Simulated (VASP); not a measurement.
## Bi: single point with RPBE

Crystal: Bi.

```
Bi
1.0
     5.54944    0.00000    0.00000
    -2.77472    4.80596    0.00000
     0.00000    0.00000    3.26010
Bi
3
Direct
  0.00000 0.00000 0.00000
  0.33333 0.66667 0.50000
  0.66667 0.33333 0.50000
```

This isn't the form of Bi at room conditions, which is rhombohedral.

```yaml
Program: VASP 6.6.1
Task: single point
Functional: RPBE
Potentials_or_basis: VASP PAW PBE potentials, release 64 (Bi_d)
Cutoff: 520 eV
k_mesh: 7 × 7 × 10
Occupations: fermi-dirac, width 0.1 eV
Spin: no spin polarisation
```

| Quantity | Value |
| --- | --- |
| Pressure | 8.0 GPa |
| Band gap on the k mesh | zero (an odd number of electrons rules out a gap without spin polarisation) |

Stress tensor (GPa, compression positive):
```
7.32 0.00 0.00
0.00 7.32 0.00
0.00 0.00 9.36
```

Levels at points of the mesh, in eV from the Fermi level:
```
           k point  band 20  band 21  band 22  band 23  band 24  band 25  band 26  band 27
(0.00, 0.00, 0.00)    -3.82    -3.59    -3.59     1.92     5.47     5.47     6.19     6.21
(0.00, 0.00, 0.50)    -3.11    -2.13    -1.94    -1.94    -0.44    -0.44     0.87     0.87
```

It took 38 s on 1 thread of Intel(R) Xeon(R) 6975P-C (Granite Rapids) (shared host), peak memory 0.24 GiB.

Caveat: the cell stands under pressure; the PAW data sets were made with another functional, which shifts forces and pressure a little; spin-orbit coupling is left out, which moves the levels of the heavy elements.
